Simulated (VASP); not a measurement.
Crystal: LiY3.

```
Li Y
1.0
     5.36674    0.00000    0.00000
    -2.68337    4.64774    0.00000
     0.00000    0.00000    3.69969
Li Y
1 3
Direct
  0.00000 0.00000 0.00000
  0.50000 0.00000 0.50000
  0.00000 0.50000 0.50000
  0.50000 0.50000 0.50000
```

The cell was built from a structure type or drawn by symmetry, and may not be a known phase.

```yaml
Program: VASP 6.6.1
Task: relaxation of cell and atoms
Functional: PBE
Potentials_or_basis: VASP PAW PBE potentials, release 64 (Li_sv, Y_sv)
Cutoff: 600 eV
k_mesh: 6 × 6 × 6
Occupations: gaussian, width 0.1 eV
Spin: no spin polarisation
```

At the start: pressure 17.9 GPa; volume 23.07 Å³/atom.

Q: Where does the relaxation end?

A: Over 9 steps the energy falls by 876.4 meV/atom and the volume is 30.30 Å³/atom (+31.3 %); space group P6/mmm (No. 191, to 0.1 Å) before and after.

Step by step:
| step | energy change (eV) | largest force (eV/Å) | pressure (GPa) | volume (Å³) |
| --- | --- | --- | --- | --- |
| 1 | 0.0000 | 0.0000 | 17.87 | 92.28 |
| 2 | -3.2488 | 0.0000 | -1.01 | 128.97 |
| 3 | -3.2717 | 0.0000 | -2.49 | 135.82 |
| 4 | -3.2758 | 0.0000 | -2.02 | 133.47 |
| 5 | -3.4577 | 0.0000 | -1.19 | 126.76 |
| 6 | -3.5032 | 0.0000 | -0.42 | 122.75 |
| 7 | -3.5051 | 0.0000 | -0.19 | 121.72 |
| 8 | -3.5050 | 0.0000 | -0.24 | 121.96 |
| 9 | -3.5058 | 0.0000 | -0.06 | 121.20 |

Final structure:
```
Li Y
1.0
     6.59108    0.00000    0.00000
    -3.29554    5.70804    0.00000
     0.00000    0.00000    3.22151
Li Y
1 3
Direct
  0.00000 0.00000 0.00000
  0.50000 0.00000 0.50000
  0.00000 0.50000 0.50000
  0.50000 0.50000 0.50000
```

Caveat: the cutoff is under 1.25 times the usual one of these potentials, so pressure, stress and relaxed cells hold a basis-set (Pulay) error; the volume moved by over 15 % at a fixed basis, so the end points are rough.
